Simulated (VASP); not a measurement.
# Sb3H in VASP: single point with PBEsol

Aim: the single point of Sb3H with PBEsol.

Everything below comes from runs of VASP 6.6.1. Logs are shortened: lines on timing, memory, paths and dates and some standing lists are left out, and cuts for length are marked.

## (1) The cell of the first run

The cell holds a slab with vacuum, 4 atoms: a = 3.062 Å, b = 3.062 Å, c = 25.123 Å, α = 90.00°, β = 90.00°, γ = 90.00°.

## (2) Single point, PBEsol

The input, INCAR:

```
SYSTEM = Sb3H
PREC     = Accurate       ! precision mode
ENCUT    = 520            ! plane-wave cutoff, eV
EDIFF    = 1E-6           ! SCF threshold, eV
ISMEAR   = 0              ! smearing method
SIGMA    = 0.1            ! smearing width, eV
LREAL    = .FALSE.        ! projectors in reciprocal space
LASPH    = .TRUE.         ! aspherical terms in the spheres
NELM     = 100            ! most SCF steps
ALGO     = Normal         ! electronic algorithm
ISIF     = 2              ! what is computed and relaxed
LWAVE    = .FALSE.        ! write WAVECAR
LCHARG   = .FALSE.        ! write CHGCAR
LDIPOL   = .TRUE.       
IDIPOL   = 3            
DIPOL    = 0.5 0.5 0.503
GGA      = PS             ! functional
NBANDS   = 16             ! bands
```

The input, KPOINTS:

```
Automatic mesh
0
G
  9 9 1
  0 0 0
```

The input, POSCAR:

```
Sb3H
1.0
    3.0617437800      0.0000000000      0.0000000000
    0.0000000000      3.0617437800      0.0000000000
    0.0000000000      0.0000000000     25.1234875600
Sb H
3 1
Direct
    0.0000000000      0.0000000000      0.3383288240
    0.0000000000      0.0000000000      0.4525303139
    0.0000000000      0.0000000000      0.5860371588
    0.0000000000      0.5000000000      0.6351954836
```

Potentials or basis: VASP PAW PBE potentials, release 64 (Sb, H).

Command:

```console
cat potpaw_PBE.64/Sb/POTCAR potpaw_PBE.64/H/POTCAR > POTCAR
mpirun -np 1 vasp_std > vasp.out
```

OUTCAR:

```text
SYSTEM = Sb3H
   PREC = Accurate
   ENCUT = 520
   EDIFF = 1E-6
   ISMEAR = 0
   LREAL = .FALSE.
   LASPH = .TRUE.
   NELM = 100
   ISIF = 2
   GGA = PS

 ion  position               nearest neighbor table
   1  0.000  0.000  0.338-   2 2.87
   2  0.000  0.000  0.453-   1 2.87   3 3.35
   3  0.000  0.000  0.586-   4 1.97   4 1.97   2 3.35
   4  0.000  0.500  0.635-   3 1.97   3 1.97

  LATTYP: Found a simple tetragonal cell.
 ALAT       =     3.0617437800
 C/A-ratio  =     8.2056139786

  Lattice vectors:

 A1 = (   3.0617437800,   0.0000000000,   0.0000000000)
 A2 = (   0.0000000000,   3.0617437800,   0.0000000000)
 A3 = (   0.0000000000,   0.0000000000,  25.1234875600)

Analysis of symmetry for initial positions (statically):
=====================================================================
 Subroutine PRICEL returns:
 Original cell was already a primitive cell.

 Routine SETGRP: Setting up the symmetry group for a
 simple tetragonal supercell.

 Subroutine GETGRP returns: Found  4 space group operations
 (whereof  4 operations were pure point group operations)
 out of a pool of 16 trial point group operations.

The static configuration has the point symmetry C_2v.

Analysis of symmetry for dynamics (positions and initial velocities):
=====================================================================
 Subroutine PRICEL returns:
 Original cell was already a primitive cell.

 Routine SETGRP: Setting up the symmetry group for a
 simple tetragonal supercell.

 Subroutine GETGRP returns: Found  4 space group operations
 (whereof  4 operations were pure point group operations)
 out of a pool of 16 trial point group operations.

The dynamic configuration has the point symmetry C_2v.

 Subroutine INISYM returns: Found  4 space group operations
 (whereof  4 operations are pure point group operations),
 and found     1 'primitive' translations

----------------------------------------------------------------------------------------

                                     Primitive cell

  volume of cell :     235.5145

  direct lattice vectors                    reciprocal lattice vectors
     3.061743780  0.000000000  0.000000000     0.326611262  0.000000000  0.000000000
     0.000000000  3.061743780  0.000000000     0.000000000  0.326611262  0.000000000
     0.000000000  0.000000000 25.123487560     0.000000000  0.000000000  0.039803391

  length of vectors
[... 93 lines left out ...]
   POTIM  = 0.5000    time-step for ionic-motion
   TEBEG  =    0.0;   TEEND  =   0.0 temperature during run
   PSTRESS=    0.0 pullay stress
   NELECT =      16.0000    total number of electrons
   NUPDOWN=      -1.0000    fix difference up-down
   EMIN   =  10.00;   EMAX   =-10.00  energy-range for DOS
   EFERMI =   0.00;   METHOD = LEGACY
   ISMEAR =     0;   SIGMA  =   0.10  broadening in eV -4-tet -1-fermi 0-gaus
   EFERMI_NEDOS =   21; number of points for ismear=-14 and -15
   IALGO  =     38    algorithm
   IMIX   =      4    mixing-type and parameters
     AMIX     =   0.40;   BMIX     =  1.00
     AMIX_MAG =   1.60;   BMIX_MAG =  1.00
  volume/ion in A,a.u.               =      58.88       397.33
  Fermi-wavevector in a.u.,A,eV,Ry     =   0.667999  1.262335  6.071223  0.446222
  Thomas-Fermi vector in A             =   1.742777
   LORBIT       =      0    0 simple, 1 ext, 2 COOP (PROOUT), +10 PAW based schemes
   GGA     = PS    functional components
   LHFCALC =     F    Hartree Fock is set to
   AEXX    =    0.0000 exact exchange contribution
   IVDW    =     0    specifies the selected vdW correction
   LEPSILON=     F    determine dielectric tensor
   LRPA    =     F    only Hartree local field effects (RPA)
 non-spin polarized calculation
 Gauss-broadening in eV      SIGMA  =   0.10
  energy-cutoff  :      520.00
  volume of cell :      235.51
 maximum number of plane-waves:      6378
   NGX = 11   NGY = 11   NGZ = 93

 dipolmoment           0.000000      0.000000     -0.067653 electrons x Angstroem

 number of electron      16.0000000 magnetization

 dipolmoment           0.000000      0.000000      0.005756 electrons x Angstroem

 Free energy of the ion-electron system (eV)
  ---------------------------------------------------
  ext. energy  EPLUGINS =         0.00000000
  ---------------------------------------------------
  free energy    TOTEN  =       -15.59173423 eV

  energy without entropy =      -15.57938886  energy(sigma->0) =      -15.58556155

 E-fermi :   0.3306     XC(G=0):  -4.2993

 val. band max:        0.3283248450   @ k =  -0.3333   0.4444   0.0000
 cond. band min:       0.3452929957   @ k =   0.1111   0.0000   0.0000
 fundamental gap:      0.0169681507
 Fermi energy:         0.3305940948

 k-point     1 :       0.0000    0.0000    0.0000
  band No.  band energies     occupation
      1     -12.4618      2.00000
      2     -12.0981      2.00000
      3     -10.4399      2.00000
      4      -5.4522      2.00000
      5      -3.5605      2.00000
      6       0.1886      1.95533
[... 433 lines left out ...]
      3      -6.2547      2.00000
      4      -5.6159      2.00000
      5      -3.7209      2.00000
      6      -2.2891      2.00000
[... 8 lines left out ...]
     15       4.6643      0.00000
     16       5.1975      0.00000

 [... further k-points ...]

------------------------ aborting loop because EDIFF is reached ----------------------------------------

 vacuum level on the upper side and lower side of the slab       (xc-potential included)         0.036        -0.061

  FORCE on cell =-STRESS in cart. coord.  units (eV):
  Direction    XX          YY          ZZ          XY          YZ          ZX
  --------------------------------------------------------------------------------------
  -------------------------------------------------------------------------------------
  Total        0.4588647      2.4119265      0.1676990      0.0000000      0.0000000      0.0000000
  in kB        3.1216025     16.4080524      1.1408365      0.0000000      0.0000000      0.0000000
  external PRESSURE =       6.8901638 kB  Pullay stress =       0.0000000 kB

 VOLUME and BASIS-vectors are now :
 -----------------------------------------------------------------------------
  energy-cutoff  :      520.00
  volume of cell :      235.51
      direct lattice vectors                 reciprocal lattice vectors
     3.061743780  0.000000000  0.000000000     0.326611262  0.000000000  0.000000000
     0.000000000  3.061743780  0.000000000     0.000000000  0.326611262  0.000000000
     0.000000000  0.000000000 25.123487560     0.000000000  0.000000000  0.039803391

 POSITION                                       TOTAL-FORCE (eV/Angst)
 -----------------------------------------------------------------------------------
      0.00000      0.00000      8.50000         0.000000      0.000000     -0.044371
      0.00000      0.00000     11.36914         0.000000      0.000000      0.042185
      0.00000      0.00000     14.72330         0.000000      0.000000     -0.033480
      0.00000      1.53087     15.95833         0.000000      0.000000      0.035666
 -----------------------------------------------------------------------------------
    total drift:                               -0.000000      0.000000     -0.000099

  FREE ENERGIE OF THE ION-ELECTRON SYSTEM (eV)
  ---------------------------------------------------
  free  energy   TOTEN  =       -15.5917342291 eV

  energy  without entropy=      -15.5793888628  energy(sigma->0) =      -15.58556155

 vacuum level on the upper side and lower side of the slab         4.411         4.303
```

Wall time 1.7 min (1 thread of Intel Xeon Platinum 8488C (Sapphire Rapids), shared host); peak memory 0.35 GiB.

What came out:

```yaml
Free_energy: -15.5917 eV
Largest_force: 0.044 eV/Å
Band_gap_on_the_k_mesh: zero (bands 8 and 9 overlap by 5.16 eV)
```

Forces in eV/Å, atoms in the order of the input:
```
Sb   0.000  0.000 -0.044
Sb   0.000  0.000  0.042
Sb   0.000  0.000 -0.033
H    0.000  0.000  0.036
```

Levels at points of the mesh, in eV from the Fermi level:
```tsv
k point	band 5	band 6	band 7	band 8	band 9	band 10	band 11	band 12
(0.00, 0.00, 0.00)	-3.89	-0.14	2.96	3.36	3.40	3.74	3.76	3.91
```

Caveat: the PAW data sets were made with another functional, which shifts forces and pressure a little; spin-orbit coupling is left out, which moves the levels of the heavy elements.
